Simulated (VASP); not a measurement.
# InPd (Pm-3m) in VASP: notebook

InPd is run at these levels: LDA, PBE, PBE+D3(BJ), PBE+D4, r2SCAN; tasks: single point, relaxation of cell and atoms.

All numbers are computed with VASP 6.6.1; they aren't measurements. Logs are shortened: lines on timing, memory, paths and dates and some standing lists are left out, and cuts for length are marked.

**1. The cell of the first run**

Symmetry: Pm-3m, No. 221, cubic system. The conventional cell has a = 3.336 Å, b = 3.336 Å, c = 3.336 Å, α = 90.00°, β = 90.00°, γ = 90.00°. In (site symmetry m-3m) has 8 Pd at 2.89 Å and 6 In at 3.34 Å within 3.8 Å. Pd (site symmetry m-3m) has 8 In at 2.89 Å and 6 Pd at 3.34 Å within 3.8 Å.

**2. Single point, LDA (volume scaled by 1.06)**

Input file INCAR:

```
SYSTEM = InPd
  PREC = Accurate
  ENCUT = 520
  EDIFF = 1E-6
  ISMEAR = -1
  SIGMA = 0.05
  LREAL = .False.
  LASPH = .True.
  NELM = 80
  ALGO = Fast
  ISIF = 2
  LWAVE = .False.
  LCHARG = .False.
  GGA = CA
  NBANDS = 18
```

Input file KPOINTS:

```
Automatic mesh
0
Gamma
  8 8 8
  0 0 0
```

Input file POSCAR:

```
InPd
1.0
    3.3360556752      0.0000000000      0.0000000000
    0.0000000000      3.3360556752      0.0000000000
    0.0000000000      0.0000000000      3.3360556752
In Pd
1 1
Direct
    0.0000000000      0.0000000000      0.0000000000
    0.5000000000      0.5000000000      0.5000000000
```

Potentials or basis: VASP PAW LDA potentials, release 64 (In_d, Pd).

Command:

```
> cat potpaw_LDA.64/In_d/POTCAR potpaw_LDA.64/Pd/POTCAR > POTCAR
> mpirun -np 1 vasp_std > vasp.out
```

OUTCAR:

```text
SYSTEM = InPd
   PREC = Accurate
   ENCUT = 520
   EDIFF = 1E-6
   ISMEAR = -1
   LREAL = .False.
   LASPH = .True.
   NELM = 80
   ISIF = 2
   GGA = CA

 ion  position               nearest neighbor table
   1  0.000  0.000  0.000-   2 2.89   2 2.89   2 2.89   2 2.89   2 2.89   2 2.89   2 2.89   2 2.89

   2  0.500  0.500  0.500-   1 2.89   1 2.89   1 2.89   1 2.89   1 2.89   1 2.89   1 2.89   1 2.89

  LATTYP: Found a simple cubic cell.
 ALAT       =     3.3360556752

  Lattice vectors:

 A1 = (   3.3360556752,   0.0000000000,   0.0000000000)
 A2 = (   0.0000000000,   3.3360556752,   0.0000000000)
 A3 = (   0.0000000000,   0.0000000000,   3.3360556752)

Analysis of symmetry for initial positions (statically):
=====================================================================
 Subroutine PRICEL returns:
 Original cell was already a primitive cell.

 Routine SETGRP: Setting up the symmetry group for a
 simple cubic supercell.

 Subroutine GETGRP returns: Found 48 space group operations
 (whereof 48 operations were pure point group operations)
 out of a pool of 48 trial point group operations.

The static configuration has the point symmetry O_h .

Analysis of symmetry for dynamics (positions and initial velocities):
=====================================================================
 Subroutine PRICEL returns:
 Original cell was already a primitive cell.

 Routine SETGRP: Setting up the symmetry group for a
 simple cubic supercell.

 Subroutine GETGRP returns: Found 48 space group operations
 (whereof 48 operations were pure point group operations)
 out of a pool of 48 trial point group operations.

The dynamic configuration has the point symmetry O_h .

 Subroutine INISYM returns: Found 48 space group operations
 (whereof 48 operations are pure point group operations),
 and found     1 'primitive' translations

----------------------------------------------------------------------------------------

                                     Primitive cell

  volume of cell :      37.1279

  direct lattice vectors                    reciprocal lattice vectors
     3.336055675  0.000000000  0.000000000     0.299755189  0.000000000  0.000000000
     0.000000000  3.336055675  0.000000000     0.000000000  0.299755189  0.000000000
     0.000000000  0.000000000  3.336055675     0.000000000  0.000000000  0.299755189

  length of vectors
     3.336055675  3.336055675  3.336055675     0.299755189  0.299755189  0.299755189

  position of ions in fractional coordinates (direct lattice)
     0.000000000  0.000000000  0.000000000
     0.500000000  0.500000000  0.500000000

  ion indices of the primitive-cell ions
   primitive index   ion index
                 1           1
                 2           2

----------------------------------------------------------------------------------------

 KPOINTS: Automatic mesh

Automatic generation of k-mesh.
 Grid dimensions read from file:
 generate k-points for:    8    8    8

 Generating k-lattice:

  Cartesian coordinates                     Fractional coordinates (reciprocal lattice)
     0.037469399  0.000000000  0.000000000     0.125000000  0.000000000  0.000000000
     0.000000000  0.037469399  0.000000000     0.000000000  0.125000000  0.000000000
     0.000000000  0.000000000  0.037469399     0.000000000  0.000000000  0.125000000

  Length of vectors
     0.037469399  0.037469399  0.037469399

  Shift w.r.t. Gamma in fractional coordinates (k-lattice)
     0.000000000  0.000000000  0.000000000

 Subroutine IBZKPT returns following result:
 ===========================================

 Found     35 irreducible k-points:

 Following reciprocal coordinates:
            Coordinates               Weight
  0.000000  0.000000  0.000000      1.000000
  0.125000  0.000000  0.000000      6.000000
  0.250000  0.000000  0.000000      6.000000
  0.375000  0.000000  0.000000      6.000000
  0.500000  0.000000  0.000000      3.000000
  0.125000  0.125000  0.000000     12.000000
[... 16 lines left out ...]
  0.375000  0.375000  0.125000     24.000000
  0.500000  0.375000  0.125000     24.000000
 [... further k-points ...]
   k-points           NKPTS =     35   k-points in BZ     NKDIM =     35   number of bands    NBANDS=     18
   number of dos      NEDOS =    301   number of ions     NIONS =      2
   total plane-waves  NPLWV =  21952
   dimension x,y,z NGX =    28 NGY =   28 NGZ =   28
   dimension x,y,z NGXF=    56 NGYF=   56 NGZF=   56
   ions per type =               1   1
   NGX,Y,Z   is equivalent  to a cutoff of  13.95, 13.95, 13.95 a.u.
   NGXF,Y,Z  is equivalent  to a cutoff of  27.91, 27.91, 27.91 a.u.
 SYSTEM =  InPd
   PREC   = accura    normal or accurate (medium, high low for compatibility)
   ISTART =      0    job   : 0-new  1-cont  2-samecut
   ICHARG =      2    charge: 1-file 2-atom 10-const
   ISPIN  =      1    spin polarized calculation?
   LNONCOLLINEAR =      F non collinear calculations
   LSORBIT =      F    spin-orbit coupling
   LASPH  =      T    aspherical Exc in radial PAW
   ENCUT  =  520.0 eV  38.22 Ry    6.18 a.u.   6.20  6.20  6.20*2*pi/ulx,y,z
   NELM   =     80;   NELMIN=  2; NELMDL= -5     # of ELM steps
   EDIFF  = 0.1E-05   stopping-criterion for ELM
   LREAL  =      F    real-space projection
   EDIFFG = 0.1E-04   stopping-criterion for IOM
   NSW    =      0    number of steps for IOM
   IBRION =     -1    ionic relax: 0-MD 1-quasi-New 2-CG
   NFREE  =      0    steps in history (QN), initial steepest desc. (CG)
   ISIF   =      2    stress and relaxation
   ISYM   =      2    0-nonsym 1-usesym 2-fastsym
   POTIM  = 0.5000    time-step for ionic-motion
   TEBEG  =    0.0;   TEEND  =   0.0 temperature during run
   PSTRESS=    0.0 pullay stress
   NELECT =      23.0000    total number of electrons
   NUPDOWN=      -1.0000    fix difference up-down
   EMIN   =  10.00;   EMAX   =-10.00  energy-range for DOS
   EFERMI =   0.00;   METHOD = LEGACY
   ISMEAR =    -1;   SIGMA  =   0.05  broadening in eV -4-tet -1-fermi 0-gaus
   EFERMI_NEDOS =   21; number of points for ismear=-14 and -15
   IALGO  =     68    algorithm
   IMIX   =      4    mixing-type and parameters
     AMIX     =   0.40;   BMIX     =  1.00
     AMIX_MAG =   1.60;   BMIX_MAG =  1.00
  volume/ion in A,a.u.               =      18.56       125.28
  Fermi-wavevector in a.u.,A,eV,Ry     =   1.395567  2.637240 26.498821  1.947608
  Thomas-Fermi vector in A             =   2.519007
   LORBIT       =      0    0 simple, 1 ext, 2 COOP (PROOUT), +10 PAW based schemes
   GGA     = CA    functional components
   LHFCALC =     F    Hartree Fock is set to
   AEXX    =    0.0000 exact exchange contribution
   IVDW    =     0    specifies the selected vdW correction
   LEPSILON=     F    determine dielectric tensor
   LRPA    =     F    only Hartree local field effects (RPA)
 non-spin polarized calculation
 RMM-DIIS sequential band-by-band and
  energy-cutoff  :      520.00
  volume of cell :       37.13
 maximum number of plane-waves:      1021
 NGX is ok and might be reduce to    28
   NGX = 13   NGY = 13   NGZ = 13

 number of electron      23.0000000 magnetization

 Free energy of the ion-electron system (eV)
  ---------------------------------------------------
  ext. energy  EPLUGINS =         0.00000000
  ---------------------------------------------------
  free energy    TOTEN  =       -10.64156342 eV

  energy without entropy =      -10.62982335  energy(sigma->0) =      -10.63569338

 E-fermi :   9.2421     XC(G=0): -12.2135

 val. band max:        9.1909081096   @ k =   0.3750   0.2500   0.1250
 cond. band min:       9.2548305236   @ k =   0.5000   0.5000   0.3750
 fundamental gap:      0.0639224139
 Fermi energy:         9.2421311499

 k-point     1 :       0.0000    0.0000    0.0000
  band No.  band energies     occupation
      1      -5.3874      2.00000
      2      -5.3874      2.00000
      3      -5.0402      2.00000
      4      -5.0402      2.00000
      5      -5.0402      2.00000
      6      -0.2979      2.00000
[... 10 lines left out ...]
     17      19.6594      0.00000
     18      25.2413      0.00000

 k-point     2 :       0.1250    0.0000    0.0000
  band No.  band energies     occupation
      1      -5.3807      2.00000
      2      -5.3427      2.00000
      3      -5.0539      2.00000
      4      -5.0539      2.00000
      5      -5.0364      2.00000
      6      -0.0621      2.00000
[... 10 lines left out ...]
     17      20.9828      0.00000
     18      24.6791      0.00000

 k-point     3 :       0.2500    0.0000    0.0000
  band No.  band energies     occupation
      1      -5.3644      2.00000
      2      -5.2354      2.00000
      3      -5.0870      2.00000
      4      -5.0870      2.00000
      5      -5.0271      2.00000
      6       0.6397      2.00000
[... 10 lines left out ...]
     17      23.7567      0.00000
     18      23.7787      0.00000

 k-point     4 :       0.3750    0.0000    0.0000
  band No.  band energies     occupation
      1      -5.3481      2.00000
      2      -5.1287      2.00000
      3      -5.1197      2.00000
      4      -5.1197      2.00000
      5      -5.0178      2.00000
      6       1.7726      2.00000
[... 10 lines left out ...]
     17      21.4495      0.00000
     18      21.4778      0.00000

 k-point     5 :       0.5000    0.0000    0.0000
  band No.  band energies     occupation
      1      -5.3413      2.00000
      2      -5.1332      2.00000
      3      -5.1332      2.00000
      4      -5.0847      2.00000
      5      -5.0139      2.00000
      6       2.9476      2.00000
[... 10 lines left out ...]
     17      19.6682      0.00000
     18      19.7042      0.00000

 k-point     6 :       0.1250    0.1250    0.0000
  band No.  band energies     occupation
      1      -5.3562      2.00000
      2      -5.3161      2.00000
      3      -5.0706      2.00000
      4      -5.0572      2.00000
      5      -5.0453      2.00000
      6       0.1708      2.00000
[... 10 lines left out ...]
     17      21.0725      0.00000
     18      23.3884      0.00000

 k-point     7 :       0.2500    0.1250    0.0000
  band No.  band energies     occupation
      1      -5.3348      2.00000
      2      -5.2145      2.00000
      3      -5.1104      2.00000
      4      -5.0885      2.00000
      5      -5.0431      2.00000
      6       0.8602      2.00000
[... 10 lines left out ...]
     17      21.4348      0.00000
     18      23.6852      0.00000

 k-point     8 :       0.3750    0.1250    0.0000
  band No.  band energies     occupation
      1      -5.3190      2.00000
      2      -5.1495      2.00000
      3      -5.1226      2.00000
      4      -5.1077      2.00000
      5      -5.0377      2.00000
      6       1.9565      2.00000
[... 10 lines left out ...]
     17      21.3678      0.00000
     18      21.5877      0.00000
[... 229 lines left out ...]
     17      21.9869      0.00000
     18      22.0498      0.00000

 k-point    20 :       0.2500    0.2500    0.1250
  band No.  band energies     occupation
      1      -5.2432      2.00000
      2      -5.1637      2.00000
      3      -5.1350      2.00000
      4      -5.1134      2.00000
      5      -5.1010      2.00000
      6       1.6866      2.00000
[... 10 lines left out ...]
     17      21.3868      0.00000
     18      21.7070      0.00000

 k-point    21 :       0.3750    0.2500    0.1250
  band No.  band energies     occupation
      1      -5.2244      2.00000
      2      -5.2157      2.00000
      3      -5.1505      2.00000
      4      -5.1062      2.00000
      5      -5.0326      2.00000
      6       2.5966      2.00000
[... 10 lines left out ...]
     17      21.3254      0.00000
     18      22.4745      0.00000

 k-point    22 :       0.5000    0.2500    0.1250
  band No.  band energies     occupation
      1      -5.2405      2.00000
      2      -5.2158      2.00000
      3      -5.1669      2.00000
      4      -5.1063      2.00000
      5      -4.9883      2.00000
      6       3.2553      2.00000
[... 10 lines left out ...]
     17      21.2460      0.00000
     18      23.1799      0.00000

 k-point    23 :       0.3750    0.3750    0.1250
  band No.  band energies     occupation
      1      -5.2808      2.00000
      2      -5.1884      2.00000
      3      -5.1576      2.00000
      4      -5.1498      2.00000
      5      -4.9442      2.00000
      6       3.1819      2.00000
[... 10 lines left out ...]
     17      20.0247      0.00000
     18      22.0219      0.00000

 k-point    24 :       0.5000    0.3750    0.1250
  band No.  band energies     occupation
      1      -5.3063      2.00000
      2      -5.1797      2.00000
      3      -5.1729      2.00000
      4      -5.1552      2.00000
      5      -4.9024      2.00000
      6       3.4823      2.00000
[... 10 lines left out ...]
     17      20.1164      0.00000
     18      21.9209      0.00000

 [... further k-points ...]
[... 5 lines left out ...]
  --------------------------------------------------------------------------------------
  -------------------------------------------------------------------------------------
  Total       -2.8114821     -2.8114821     -2.8114821     -0.0000000      0.0000000      0.0000000
  in kB     -121.3238103   -121.3238103   -121.3238103     -0.0000000      0.0000000      0.0000000
  external PRESSURE =    -121.3238103 kB  Pullay stress =       0.0000000 kB

 VOLUME and BASIS-vectors are now :
 -----------------------------------------------------------------------------
  energy-cutoff  :      520.00
  volume of cell :       37.13
      direct lattice vectors                 reciprocal lattice vectors
     3.336055675  0.000000000  0.000000000     0.299755189  0.000000000  0.000000000
     0.000000000  3.336055675  0.000000000     0.000000000  0.299755189  0.000000000
     0.000000000  0.000000000  3.336055675     0.000000000  0.000000000  0.299755189

 POSITION                                       TOTAL-FORCE (eV/Angst)
 -----------------------------------------------------------------------------------
      0.00000      0.00000      0.00000         0.000000      0.000000      0.000000
      1.66803      1.66803      1.66803         0.000000      0.000000      0.000000
 -----------------------------------------------------------------------------------
    total drift:                                0.000000      0.000000      0.000000

  FREE ENERGIE OF THE ION-ELECTRON SYSTEM (eV)
  ---------------------------------------------------
  free  energy   TOTEN  =       -10.6415634154 eV

  energy  without entropy=      -10.6298233540  energy(sigma->0) =      -10.63569338
```

Run time: 40 s. Hardware: 1 thread of Intel Xeon 8259CL, shared host; peak memory 0.15 GiB.

Results:

```yaml
Free_energy: -10.6416 eV
Pressure: -12.1 GPa
```

Caveat: the cell differs from its parent crystal (volume scaled by 1.06); spin-orbit coupling is left out, which moves the levels of the heavy elements.

**3. Relaxation of cell and atoms, PBE**

This run uses another cell than the first one, of 17.51 Å³/atom, 0.943 times its volume.

Input file INCAR:

```
ALGO     = Normal         # electronic algorithm
EDIFF    = 1E-7           # SCF threshold, eV
EDIFFG   = -0.01          # ionic threshold
ENCUT    = 600            # plane-wave cutoff, eV
GGA      = PE             # functional
IBRION   = 2              # ionic algorithm
ISIF     = 3              # what is computed and relaxed
ISMEAR   = -1             # smearing method
LASPH    = T              # aspherical terms in the spheres
LCHARG   = F              # write CHGCAR
LREAL    = F              # projectors in reciprocal space
LWAVE    = F              # write WAVECAR
NELM     = 60             # most SCF steps
NSW      = 60             # ionic steps
PREC     = Accurate       # precision mode
SIGMA    = 0.05           # smearing width, eV
```

Input file KPOINTS:

```
k-points
0
Gamma
  8 8 8
```

Input file POSCAR:

```
InPd
1.0
    3.2718847800      0.0000000000      0.0000000000
    0.0000000000      3.2718847800      0.0000000000
    0.0000000000      0.0000000000      3.2718847800
In Pd
1 1
Direct
    0.0000000000      0.0000000000      0.0000000000
    0.5000000000      0.5000000000      0.5000000000
```

Potentials or basis: VASP PAW PBE potentials, release 64 (In_d, Pd).

Command:

```
> cat potpaw_PBE.64/In_d/POTCAR potpaw_PBE.64/Pd/POTCAR > POTCAR
> mpirun -np 1 vasp_std > vasp.out
```

OUTCAR:

```text
EDIFF = 1E-7
   EDIFFG = -0.01
   ENCUT = 600
   GGA = PE
   IBRION = 2
   ISIF = 3
   ISMEAR = -1
   LASPH = T
   LREAL = F
   NELM = 60
   NSW = 60
   PREC = Accurate

 ion  position               nearest neighbor table
   1  0.000  0.000  0.000-   2 2.83   2 2.83   2 2.83   2 2.83   2 2.83   2 2.83   2 2.83   2 2.83

   2  0.500  0.500  0.500-   1 2.83   1 2.83   1 2.83   1 2.83   1 2.83   1 2.83   1 2.83   1 2.83

  LATTYP: Found a simple cubic cell.
 ALAT       =     3.2718847800

  Lattice vectors:

 A1 = (   3.2718847800,   0.0000000000,   0.0000000000)
 A2 = (   0.0000000000,   3.2718847800,   0.0000000000)
 A3 = (   0.0000000000,   0.0000000000,   3.2718847800)

Analysis of symmetry for initial positions (statically):
=====================================================================
 Subroutine PRICEL returns:
 Original cell was already a primitive cell.

[... 191 lines left out ...]
     11       8.2229      2.00000
     12      14.7133      0.00000
     13      14.7133      0.00000
     14      14.7133      0.00000
[... 486 lines left out ...]
--------------------------------------- Ionic step        3  -------------------------------------------

 number of electron      23.0000003 magnetization

 Free energy of the ion-electron system (eV)
  ---------------------------------------------------
  ext. energy  EPLUGINS =         0.00000000
  ---------------------------------------------------
  free energy    TOTEN  =        -8.74996794 eV

  energy without entropy =       -8.73985679  energy(sigma->0) =       -8.74491236

 E-fermi :   9.9561     XC(G=0): -12.0644

 val. band max:        9.9514890963   @ k =   0.3750   0.3750   0.1250
 cond. band min:      10.2037354148   @ k =   0.5000   0.3750   0.3750
 fundamental gap:      0.2522463185
 Fermi energy:         9.9560532832

 k-point     1 :       0.0000    0.0000    0.0000
  band No.  band energies     occupation
      1      -4.8608      2.00000
      2      -4.8608      2.00000
      3      -4.4868      2.00000
      4      -4.4868      2.00000
      5      -4.4868      2.00000
      6       0.2175      2.00000
      7       6.3700      2.00000
      8       6.3700      2.00000
      9       7.8390      2.00000
     10       7.8390      2.00000
     11       7.8390      2.00000
     12      14.2107      0.00000
     13      14.2107      0.00000
     14      14.2107      0.00000
[... 444 lines left out ...]
  FREE ENERGIE OF THE ION-ELECTRON SYSTEM (eV)
  ---------------------------------------------------
  free  energy   TOTEN  =        -8.7499679394 eV

  energy  without entropy=       -8.7398567855  energy(sigma->0) =       -8.74491236

 reached required accuracy - stopping structural energy minimisation
```

It took 26 s on 1 thread of Intel Xeon 6975P-C (Granite Rapids), shared host; peak memory 0.18 GiB.

What came out:

| Quantity | Value |
| --- | --- |
| Free energy | -8.7500 eV |
| Relaxed volume | 18.04 Å³/atom |
| Relaxed cell | a = 3.304 Å, b = 3.304 Å, c = 3.304 Å, α = 90.00°, β = 90.00°, γ = 90.00° |
| Space group after relaxing (to 0.05 Å) | Pm-3m (No. 221) |
| Energy gained by relaxing | 5.9 meV/atom |
| Ionic steps | 3 |
| Pressure after relaxing | 0.0 GPa |

The path:
```
step  energy change (eV)  largest force (eV/Å)  pressure (GPa)  volume (Å³)
   1              0.0000                0.0000            3.70        35.03
   2             -0.0016                0.0000           -3.02        37.12
   3             -0.0117                0.0000            0.00        36.08
```

Final structure:
```cif
data_structure
_symmetry_space_group_name_H-M 'P 1'
_symmetry_Int_Tables_number 1
_cell_length_a 3.3043
_cell_length_b 3.3043
_cell_length_c 3.3043
_cell_angle_alpha 90.000
_cell_angle_beta 90.000
_cell_angle_gamma 90.000
_cell_volume 36.08
loop_
_atom_site_label
_atom_site_type_symbol
_atom_site_fract_x
_atom_site_fract_y
_atom_site_fract_z
_atom_site_occupancy
In1 In 0.00000 0.00000 0.00000 1
Pd1 Pd 0.50000 0.50000 0.50000 1
```

Caveat: spin-orbit coupling is left out, which moves the levels of the heavy elements.

(Part 1 of 2 ends here.)
